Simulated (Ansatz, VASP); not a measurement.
## One calculation of Ga4Sb3As, two programs

```
CELL_PARAMETERS angstrom
4.26252 0.00000 0.00000
0.00000 4.26035 6.01600
0.00000 -4.26035 6.01600
ATOMIC_POSITIONS crystal
As 0.00000 0.00002 0.00002
Sb 0.50000 0.00014 0.49963
Sb 0.50000 0.49963 0.00014
Sb 0.00000 0.50064 0.50064
Ga 0.50000 0.88358 0.88358
Ga 0.00000 0.88100 0.36014
Ga 0.00000 0.36014 0.88100
Ga 0.50000 0.37486 0.37486
```

Alike in both runs: task single point; functional PBE; k mesh 6 × 4 × 4; occupations fermi-dirac, width 0.02 eV; no spin polarisation.

```csv
,VASP,Ansatz
version,VASP 6.6.1,Ansatz 0.2.0
potentials or method,"VASP PAW PBE potentials, release 64 (As, Sb, Ga_d)","plane waves, PAW"
plane-wave cutoff (eV),520,420
valence electrons in the cell,72,112
```

```tsv
	VASP	Ansatz	Ansatz less VASP
pressure (GPa)	2.2	2.1	-0.10
rms of the force components (eV/Å)	0.014	0.014	-0.0002
```

Atom by atom the forces differ by 0.001 eV/Å (rms over components). With one functional, cell and mesh, what is left measures potentials, basis and numerics. VASP's potentials hold 72 valence electrons a cell and Ansatz's 112, so a difference there can come from the potentials and not from the codes.

Spin-orbit coupling is off throughout.
